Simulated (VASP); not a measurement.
Crystal: CdS.

```xyz
2
Lattice="3.4160 0.0000 0.0000 0.0000 3.4160 0.0000 0.0000 0.0000 4.4774" Properties=species:S:1:pos:R:3 pbc="T T T"
Cd    1.7080    1.7080    2.2387
S     0.0000    0.0000    0.0000
```

| Item | Value |
| --- | --- |
| Program | VASP 6.6.1 |
| Task | relaxation of cell and atoms |
| Functional | r2SCAN |
| Potentials or basis | VASP PAW PBE potentials, release 64 (Cd, S) |
| Cutoff | 600 eV |
| k mesh | 6 × 6 × 4 |
| Occupations | gaussian, width 0.1 eV |
| Spin | no spin polarisation |

At the start: pressure -10.2 GPa; volume 26.12 Å³/atom.

Question: How do energy, volume and symmetry change on relaxing?

Answer: Over 12 steps the energy falls by 559.6 meV/atom and the volume is 19.54 Å³/atom (-25.2 %); space group P4/mmm (No. 123, to 0.1 Å) before, Pm-3m (No. 221, to 0.1 Å).

The path:
| step | energy change (eV) | largest force (eV/Å) | pressure (GPa) | volume (Å³) |
| --- | --- | --- | --- | --- |
| 1 | 0.0000 | 0.0000 | -10.25 | 52.25 |
| 2 | -0.8807 | 0.0000 | -1.80 | 40.45 |
| 3 | -0.9509 | 0.0000 | 2.09 | 38.22 |
| 4 | -0.8544 | 0.0000 | 15.48 | 33.97 |
| 5 | -0.9612 | 0.0000 | 3.99 | 37.41 |
| 6 | -1.0973 | 0.0000 | 3.69 | 37.47 |
| 7 | -1.0993 | 0.0000 | 3.68 | 37.48 |
| 8 | -1.1011 | 0.0000 | 3.67 | 37.49 |
| 9 | -1.1015 | 0.0000 | 3.66 | 37.49 |
| 10 | -1.1017 | 0.0000 | 3.66 | 37.49 |
| 11 | -1.1150 | 0.0000 | -1.61 | 39.92 |
| 12 | -1.1192 | 0.0000 | 0.00 | 39.09 |

Final structure:
```
Cd S
1.0
     3.36805    0.00000    0.00000
     0.00000    3.36805    0.00000
     0.00000    0.00000    3.44565
Cd S
1 1
Direct
  0.50000 0.50000 0.50000
  0.00000 0.00000 0.00000
```

Caveat: the volume moved by over 15 % at a fixed basis, so the end points are rough; the PAW data sets were made with another functional, which shifts forces and pressure a little.
